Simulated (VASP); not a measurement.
Write the native input for VASP 6.6.1 that does the following.

| Quantity | Value |
| --- | --- |
| Task | single point |
| Functional | PBEsol |
| Potentials or basis | VASP PAW PBE potentials, release 64 (Hg) |
| Cutoff | 520 eV |
| k mesh | 20 × 20 × 20 |
| Occupations | gaussian, width 0.15 eV |
| Spin | no spin polarisation |
| Dipole correction | no |
| Further INCAR settings | ALGO = Fast; EDIFF = 1e-06; NBANDS = 12 |

The structure of Hg lies in POSCAR:

```
Hg
1.0
    0.0000000000      2.5250623701      2.1463030146
    2.5250623701      0.0000000000      2.1463030146
    2.5250623701      2.5250623701      0.0000000000
Hg
1
Direct
    0.0000000000      0.0000000000      0.0000000000
```

This cell differs from its parent crystal: ratio of the length along z to the lengths across it x 0.85, volume and fractional coordinates fixed.

These files were run (other wordings do the same):

INCAR

```
PREC     = Accurate       # precision mode
ENCUT    = 520            # plane-wave cutoff, eV
EDIFF    = 1E-6           # SCF threshold, eV
ISMEAR   = 0              # smearing method
SIGMA    = 0.15           # smearing width, eV
LREAL    = F              # projectors in reciprocal space
LASPH    = T              # aspherical terms in the spheres
NELM     = 80             # most SCF steps
ALGO     = Fast           # electronic algorithm
ISIF     = 2              # what is computed and relaxed
LWAVE    = F              # write WAVECAR
LCHARG   = T              # write CHGCAR
GGA      = PS             # functional
LELF     = T              # ELF
LVHAR    = T            
NBANDS   = 12             # bands
```

KPOINTS

```
regular mesh
0
Gamma
  20 20 20
```

Potentials or basis: VASP PAW PBE potentials, release 64 (Hg).

Run with:

```sh
$ cat potpaw_PBE.64/Hg/POTCAR > POTCAR
$ mpirun -np 1 vasp_std > vasp.out
```

It gave:

```yaml
Pressure: -2.7 GPa
Band_gap_on_the_k_mesh: zero (bands 6 and 7 overlap by 2.39 eV)
```

Caveat: the PAW data sets were made with another functional, which shifts forces and pressure a little; spin-orbit coupling is left out, which moves the levels of the heavy elements.

Wall time 3.4 min on 1 thread of Oxide Virtual Turin-like Processor, on a shared host, peak memory 0.28 GiB.
